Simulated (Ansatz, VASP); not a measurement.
# Cu: VASP beside Ansatz

```
CELL_PARAMETERS angstrom
0.00000 1.78171 1.78171
1.78171 0.00000 1.78171
1.78171 1.78171 0.00000
ATOMIC_POSITIONS crystal
Cu 0.00000 0.00000 0.00000
```

Alike in both runs: functional PBEsol; k mesh 20 × 20 × 20; occupations gaussian, width 0.1 eV; no spin polarisation.

Ansatz relaxed the structure, and its values are those at the end. VASP's run is a single point on that final structure, the one shown.

```csv
,VASP,Ansatz
version,VASP 6.6.1,Ansatz 0.2.0
potentials or method,"VASP PAW PBE potentials, release 64 (Cu), cutoff 520 eV","scalar-relativistic, plane waves, PAW"
valence electrons in the cell,11,19
```

```csv
,VASP,Ansatz,Ansatz less VASP
gap on the k mesh at the Fermi level (eV),none,none,-
pressure (GPa),0.7,0.0,-0.70
```

VASP's potentials were made for PBE, not for PBEsol. A gap of «none» marks a metal or a gap that the smearing closes. VASP's potentials hold 11 valence electrons a cell and Ansatz's 19, so a difference there can come from the potentials and not from the codes.
